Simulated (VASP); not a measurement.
# Mg (P6/mmm) in VASP: further runs

Aim: see how the results for Mg move with the level of theory and the settings. Levels: BLYP+D4, PBE0. Tasks: relaxation of cell and atoms, single point.

All numbers are computed with VASP 6.6.1; they aren't measurements. Logs are shortened: lines on timing, memory, paths and dates and some standing lists are left out, and cuts for length are marked.

### Step 1. The cell of the first run

It takes space group P6/mmm (No. 191, hexagonal). The conventional cell has a = 3.050 Å, b = 3.050 Å, c = 3.045 Å, α = 90.00°, β = 90.00°, γ = 120.00°. Within 4.0 Å of Mg (site symmetry 6/mmm) lie 8 Mg at 3.04 to 3.05 Å.

### Step 2. Relaxation of cell and atoms, BLYP+D4

INCAR

```
SYSTEM = Mg
PREC     = Accurate       ! precision mode
ENCUT    = 600            ! plane-wave cutoff, eV
EDIFF    = 1E-6           ! SCF threshold, eV
ISMEAR   = 1              ! smearing method
SIGMA    = 0.2            ! smearing width, eV
LREAL    = .FALSE.        ! projectors in reciprocal space
LASPH    = .TRUE.         ! aspherical terms in the spheres
NELM     = 80             ! most SCF steps
ALGO     = Normal         ! electronic algorithm
ISIF     = 3              ! what is computed and relaxed
LWAVE    = .FALSE.        ! write WAVECAR
LCHARG   = .FALSE.        ! write CHGCAR
GGA      = B5             ! functional
ALDAX    = 1.0          
AGGAX    = 1.0          
AGGAC    = 1.0          
ALDAC    = 0.0          
IVDW     = 13             ! dispersion correction
IBRION   = 2              ! ionic algorithm
NSW      = 80             ! ionic steps
EDIFFG   = -0.005         ! ionic threshold
VDW_S6   = 1.0          
VDW_S8   = 2.34076671   
VDW_A1   = 0.44488865   
VDW_A2   = 4.0933009
```

KPOINTS

```
Automatic mesh
0
G
  10 10 9
  0 0 0
```

POSCAR

```
Mg
1.0
    3.0502998005      0.0000000000      0.0000000000
   -1.5251499003      2.6416371164      0.0000000000
    0.0000000000      0.0000000000      3.0448375700
Mg
1
Direct
    0.0000000000      0.0000000000      0.0000000000
```

Potentials or basis: VASP PAW PBE potentials, release 64 (Mg).

Run with:

```console
$ cat potpaw_PBE.64/Mg/POTCAR > POTCAR
$ mpirun -np 1 vasp_std > vasp.out
```

OUTCAR:

```text
SYSTEM = Mg
   PREC = Accurate
   ENCUT = 600
   EDIFF = 1E-6
   ISMEAR = 1
   LREAL = .FALSE.
   LASPH = .TRUE.
   NELM = 80
   ISIF = 3
   GGA = B5
   IVDW = 13
   IBRION = 2
   NSW = 80
   EDIFFG = -0.005

 ion  position               nearest neighbor table
   1  0.000  0.000  0.000-

  LATTYP: Found a hexagonal cell.
 ALAT       =     3.0502998005
 C/A-ratio  =     0.9982092808

  Lattice vectors:

 A1 = (   3.0502998005,   0.0000000000,   0.0000000000)
 A2 = (  -1.5251499003,   2.6416371164,   0.0000000000)
 A3 = (   0.0000000000,   0.0000000000,   3.0448375700)

Analysis of symmetry for initial positions (statically):
=====================================================================
 Subroutine PRICEL returns:
 Original cell was already a primitive cell.

 Routine SETGRP: Setting up the symmetry group for a
 hexagonal supercell.

 Subroutine GETGRP returns: Found 24 space group operations
 (whereof 24 operations were pure point group operations)
 out of a pool of 24 trial point group operations.

The static configuration has the point symmetry D_6h.

Analysis of symmetry for dynamics (positions and initial velocities):
=====================================================================
 Subroutine PRICEL returns:
 Original cell was already a primitive cell.

 Routine SETGRP: Setting up the symmetry group for a
 hexagonal supercell.

 Subroutine GETGRP returns: Found 24 space group operations
 (whereof 24 operations were pure point group operations)
 out of a pool of 24 trial point group operations.

The dynamic configuration has the point symmetry D_6h.

 Subroutine INISYM returns: Found 24 space group operations
 (whereof 24 operations are pure point group operations),
 and found     1 'primitive' translations

----------------------------------------------------------------------------------------

                                     Primitive cell

  volume of cell :      24.5346

  direct lattice vectors                    reciprocal lattice vectors
     3.050299800  0.000000000  0.000000000     0.327836628  0.189276565  0.000000000
    -1.525149900  2.641637116  0.000000000     0.000000000  0.378553130  0.000000000
     0.000000000  0.000000000  3.044837570     0.000000000  0.000000000  0.328424744

  length of vectors
     3.050299800  3.050299801  3.044837570     0.378553130  0.378553130  0.328424744

  position of ions in fractional coordinates (direct lattice)
     0.000000000  0.000000000  0.000000000

  ion indices of the primitive-cell ions
   primitive index   ion index
                 1           1

----------------------------------------------------------------------------------------

 KPOINTS: Automatic mesh

Automatic generation of k-mesh.
 Grid dimensions read from file:
 generate k-points for:   10   10    9

 Generating k-lattice:

  Cartesian coordinates                     Fractional coordinates (reciprocal lattice)
     0.032783663  0.018927657  0.000000000     0.100000000  0.000000000  0.000000000
     0.000000000  0.037855313  0.000000000     0.000000000  0.100000000  0.000000000
     0.000000000  0.000000000  0.036491638     0.000000000  0.000000000  0.111111111

  Length of vectors
     0.037855313  0.037855313  0.036491638

  Shift w.r.t. Gamma in fractional coordinates (k-lattice)
     0.000000000  0.000000000  0.000000000

 Subroutine IBZKPT returns following result:
 ===========================================

 Found     70 irreducible k-points:

 Following reciprocal coordinates:
            Coordinates               Weight
  0.000000  0.000000  0.000000      1.000000
  0.100000  0.000000  0.000000      6.000000
  0.200000  0.000000  0.000000      6.000000
  0.300000  0.000000  0.000000      6.000000
  0.400000  0.000000  0.000000      6.000000
  0.500000  0.000000  0.000000      3.000000
[... 16 lines left out ...]
  0.300000  0.100000  0.111111     24.000000
  0.400000  0.100000  0.111111     24.000000
 [... further k-points ...]
   k-points           NKPTS =     70   k-points in BZ     NKDIM =     70   number of bands    NBANDS=      5
   number of dos      NEDOS =    301   number of ions     NIONS =      1
   total plane-waves  NPLWV =  13824
   dimension x,y,z NGX =    24 NGY =   24 NGZ =   24
   dimension x,y,z NGXF=    48 NGYF=   48 NGZF=   48
   ions per type =               1
   NGX,Y,Z   is equivalent  to a cutoff of  13.08, 13.08, 13.10 a.u.
   NGXF,Y,Z  is equivalent  to a cutoff of  26.16, 26.16, 26.21 a.u.
 SYSTEM =  Mg
   PREC   = accura    normal or accurate (medium, high low for compatibility)
   ISTART =      0    job   : 0-new  1-cont  2-samecut
   ICHARG =      2    charge: 1-file 2-atom 10-const
   ISPIN  =      1    spin polarized calculation?
   LNONCOLLINEAR =      F non collinear calculations
   LSORBIT =      F    spin-orbit coupling
   LASPH  =      T    aspherical Exc in radial PAW
   ENCUT  =  600.0 eV  44.10 Ry    6.64 a.u.   6.09  6.09  6.08*2*pi/ulx,y,z
   NELM   =     80;   NELMIN=  2; NELMDL= -5     # of ELM steps
   EDIFF  = 0.1E-05   stopping-criterion for ELM
   LREAL  =      F    real-space projection
   EDIFFG = -.5E-02   stopping-criterion for IOM
   NSW    =     80    number of steps for IOM
   IBRION =      2    ionic relax: 0-MD 1-quasi-New 2-CG
   NFREE  =      1    steps in history (QN), initial steepest desc. (CG)
   ISIF   =      3    stress and relaxation
   ISYM   =      2    0-nonsym 1-usesym 2-fastsym
   POTIM  = 0.5000    time-step for ionic-motion
   TEBEG  =    0.0;   TEEND  =   0.0 temperature during run
   PSTRESS=    0.0 pullay stress
   NELECT =       2.0000    total number of electrons
   NUPDOWN=      -1.0000    fix difference up-down
   EMIN   =  10.00;   EMAX   =-10.00  energy-range for DOS
   EFERMI =   0.00;   METHOD = LEGACY
   ISMEAR =     1;   SIGMA  =   0.20  broadening in eV -4-tet -1-fermi 0-gaus
   EFERMI_NEDOS =   21; number of points for ismear=-14 and -15
   IALGO  =     38    algorithm
   IMIX   =      4    mixing-type and parameters
     AMIX     =   0.40;   BMIX     =  1.00
     AMIX_MAG =   1.60;   BMIX_MAG =  1.00
  volume/ion in A,a.u.               =      24.53       165.57
  Fermi-wavevector in a.u.,A,eV,Ry     =   0.709836  1.341396  6.855535  0.503868
  Thomas-Fermi vector in A             =   1.796524
   LORBIT       =      0    0 simple, 1 ext, 2 COOP (PROOUT), +10 PAW based schemes
   GGA     = B5    functional components
   LHFCALC =     F    Hartree Fock is set to
   AEXX    =    0.0000 exact exchange contribution
   IVDW    =    13    specifies the selected vdW correction
   LEPSILON=     F    determine dielectric tensor
   LRPA    =     F    only Hartree local field effects (RPA)
 conjugate gradient relaxation of ions
 non-spin polarized calculation
 Methfessel and Paxton  Order N= 1 SIGMA  =   0.20
  energy-cutoff  :      600.00
  volume of cell :       24.53
 maximum number of plane-waves:       837
   NGX = 13   NGY = 13   NGZ = 13

--------------------------------------- Ionic step        1  -------------------------------------------

 number of electron       2.0000000 magnetization

 Free energy of the ion-electron system (eV)
  ---------------------------------------------------
  ext. energy  EPLUGINS =         0.00000000
  ---------------------------------------------------
  free energy    TOTEN  =        -0.56535520 eV

  energy without entropy =       -0.56667622  energy(sigma->0) =       -0.56579554

------------------------ aborting loop because EDIFF is reached ----------------------------------------

  DFT-D4 for vdW energy calculation

  Edisp (eV):   -0.29007

  FORCE on cell =-STRESS in cart. coord.  units (eV):
  Direction    XX          YY          ZZ          XY          YZ          ZX
  --------------------------------------------------------------------------------------
  -------------------------------------------------------------------------------------
  Total       0.04768     0.04768     0.07949    -0.00000     0.00000     0.00000
  in kB       3.11383     3.11383     5.19097    -0.00000     0.00000     0.00000
  external pressure =        3.81 kB  Pullay stress =        0.00 kB
[... 176 lines left out ...]
  energy  without entropy=       -0.8572617915  energy(sigma->0) =       -0.85635921

--------------------------------------- Ionic step        6  -------------------------------------------

 number of electron       2.0000000 magnetization

 Free energy of the ion-electron system (eV)
  ---------------------------------------------------
  ext. energy  EPLUGINS =         0.00000000
  ---------------------------------------------------
  free energy    TOTEN  =        -0.57021800 eV

  energy without entropy =       -0.57163631  energy(sigma->0) =       -0.57069077

 E-fermi :   2.5979     XC(G=0):  -7.7412

 val. band max:        2.5180657340   @ k =   0.4000   0.1000   0.0000
 cond. band min:       2.7021092081   @ k =   0.4000   0.1000   0.1111
 fundamental gap:      0.1840434741
 Fermi energy:         2.5979118974

 k-point     1 :       0.0000    0.0000    0.0000
  band No.  band energies     occupation
      1      -3.9353      2.00000
      2      10.5179      0.00000
      3      11.1253      0.00000
      4      15.1227      0.00000
      5      15.1227      0.00000

 k-point     2 :       0.1000    0.0000    0.0000
  band No.  band energies     occupation
      1      -3.7210      2.00000
      2      10.4315      0.00000
      3      11.3035      0.00000
      4      12.6536      0.00000
      5      13.9125      0.00000
[... 169 lines left out ...]
 k-point    24 :       0.4000    0.1000    0.1111
  band No.  band energies     occupation
      1       0.6516      2.00000
      2       2.7021      0.23719
      3       8.5036      0.00000
      4      12.3309      0.00000
      5      13.7360      0.00000

 [... further k-points ...]

------------------------ aborting loop because EDIFF is reached ----------------------------------------

  DFT-D4 for vdW energy calculation

  Edisp (eV):   -0.28570

  FORCE on cell =-STRESS in cart. coord.  units (eV):
  Direction    XX          YY          ZZ          XY          YZ          ZX
  --------------------------------------------------------------------------------------
  -------------------------------------------------------------------------------------
  Total      -0.00225    -0.00225     0.00109     0.00000     0.00000     0.00000
  in kB      -0.14486    -0.14486     0.07022     0.00000     0.00000     0.00000
  external pressure =       -0.07 kB  Pullay stress =        0.00 kB
[... 16 lines left out ...]
  FREE ENERGIE OF THE ION-ELECTRON SYSTEM (eV)
  ---------------------------------------------------
  free  energy   TOTEN  =        -0.8559132923 eV

  energy  without entropy=       -0.8573316002  energy(sigma->0) =       -0.85638606

 reached required accuracy - stopping structural energy minimisation
```

Run time: 17 s. Hardware: 1 thread of Intel Xeon 6975P-C (Granite Rapids), shared host; peak memory 0.14 GiB.

What came out:

- Free energy: -0.8559 eV
- Relaxed volume: 24.91 Å³/atom
- Relaxed cell: a = 3.062 Å, b = 3.062 Å, c = 3.068 Å, α = 90.00°, β = 90.00°, γ = 120.00°
- Space group after relaxing (to 0.05 Å): P6/mmm (No. 191)
- Energy gained by relaxing: 0.5 meV/atom
- Ionic steps: 6
- Pressure after relaxing: 0.0 GPa
- Band gap on the k mesh: zero (band 1 reaches 4.41 eV, above the bottom of band 2 at 1.01 eV)
- Dispersion energy per atom: -0.286 eV

Step by step:
```tsv
step	energy change (eV)	largest force (eV/Å)	pressure (GPa)	volume (Å³)
1	0.0000	0.0000	0.38	24.53
2	-0.0004	0.0000	0.16	24.74
3	-0.0005	0.0000	0.03	24.86
4	-0.0005	0.0000	-0.01	24.90
5	-0.0005	0.0000	-0.02	24.91
6	-0.0005	0.0000	-0.01	24.91
```

Final structure:
```
Mg
1.0
     3.06187    0.00000    0.00000
    -1.53093    2.65166    0.00000
     0.00000    0.00000    3.06757
Mg
1
Direct
  0.00000 0.00000 0.00000
```

Levels at points of the mesh, in eV from the Fermi level:
```tsv
k point	band 1	band 2	band 3	band 4	band 5
(0.00, 0.00, 0.00)	-6.53	7.92	8.53	12.52	12.52
(0.50, 0.00, 0.00)	-1.44	-1.17	8.18	8.54	12.77
```

Caveat: the PAW data sets were made with another functional, which shifts forces and pressure a little; pairwise dispersion overbinds metals, which lowers pressure and volume.

### Step 3. Single point, PBE0

POSCAR is that of step 2.

INCAR.step1

```
SYSTEM = Mg
PREC = Accurate ; ENCUT = 520
EDIFF = 1E-5 ; ISMEAR = -1
SIGMA = 0.1 ; LREAL = .False.
LASPH = .True. ; NELM = 60
ALGO = Normal ; ISIF = 2
LWAVE = .True. ; LCHARG = .False.
GGA = PE ; NBANDS = 7
```

INCAR.step2

```
SYSTEM = Mg
PREC = Accurate ; ENCUT = 520
EDIFF = 1E-6 ; ISMEAR = -1
SIGMA = 0.1 ; LREAL = .False.
LASPH = .True. ; NELM = 60
ALGO = Normal ; ISIF = 2
LWAVE = .False. ; LCHARG = .False.
GGA = PE ; LHFCALC = .True.
AEXX = 0.25 ; PRECFOCK = Normal
ISTART = 1 ; NBANDS = 7
```

KPOINTS

```
Automatic mesh
0
Gamma
  5 5 5
  0 0 0
```

Potentials or basis: VASP PAW PBE potentials, release 64 (Mg).

Run with:

```console
$ cat potpaw_PBE.64/Mg/POTCAR > POTCAR
$ cp INCAR.step1 INCAR
$ mpirun -np 1 vasp_std > vasp.out
$ cp INCAR.step2 INCAR
$ mpirun -np 1 vasp_std > vasp.out
```

It took 44 s on 1 thread of Intel Xeon Platinum 8488C (Sapphire Rapids), shared host; peak memory 0.14 GiB.

It converged, with:

```yaml
Free_energy: -1.2399 eV
Pressure: 0.6 GPa
Band_gap_on_the_k_mesh: zero (band 1 reaches 5.16 eV, above the bottom of band 2 at 0.93 eV)
```

Stress tensor (GPa, compression positive):
```
0.89 0.00 0.00
0.00 0.89 0.00
0.00 0.00 0.10
```

Levels at points of the mesh, in eV from the Fermi level:
| k point | band 1 | band 2 | band 3 | band 4 |
| --- | --- | --- | --- | --- |
| (0.00, 0.00, 0.00) | -8.10 | 9.15 | 9.91 | 13.85 |

Caveat: the k points lie up to 0.48 Å⁻¹ apart; the PAW data sets were made with another functional, which shifts forces and pressure a little.

### Step 4. Single point, PBE0

POSCAR is that of step 3.

INCAR.step1

```
PREC = Accurate
ENCUT = 520
EDIFF = 1E-5
ISMEAR = -1
SIGMA = 0.1
LREAL = F
LASPH = T
NELM = 100
ALGO = Normal
ISIF = 2
LWAVE = T
NBANDS = 7
GGA = PE
```

INCAR.step2

```
PREC = Accurate
ENCUT = 520
EDIFF = 1E-7
ISMEAR = -1
SIGMA = 0.1
LREAL = F
LASPH = T
NELM = 100
ALGO = Normal
ISIF = 2
LWAVE = F
LCHARG = T
GGA = PE
LHFCALC = T
AEXX = 0.25
PRECFOCK = Normal
LELF = T
LVHAR = T
NBANDS = 7
ISTART = 1
```

KPOINTS

```
regular mesh
0
Gamma
  5 5 5
```

Run with:

```console
$ cat potpaw_PBE.64/Mg/POTCAR > POTCAR
$ cp INCAR.step1 INCAR
$ mpirun -np 1 vasp_std > vasp.out
$ cp INCAR.step2 INCAR
$ mpirun -np 1 vasp_std > vasp.out
```

Wall time 62 s (1 thread of Intel Xeon Platinum 8488C (Sapphire Rapids), shared host); peak memory 0.14 GiB.

Results (log left out):

```
Free energy            : -1.2399 eV
Pressure               : 0.6 GPa
Band gap on the k mesh : zero (band 1 reaches 5.16 eV, above the bottom of band 2 at 0.93 eV)
```

Stress tensor (GPa, compression positive):
```
0.89 0.00 0.00
0.00 0.89 0.00
0.00 0.00 0.10
```

Levels at points of the mesh, in eV from the Fermi level:
```tsv
k point	band 1	band 2	band 3	band 4
(0.00, 0.00, 0.00)	-8.10	9.15	9.91	13.85
```

Caveat: the k points lie up to 0.48 Å⁻¹ apart; the PAW data sets were made with another functional, which shifts forces and pressure a little.
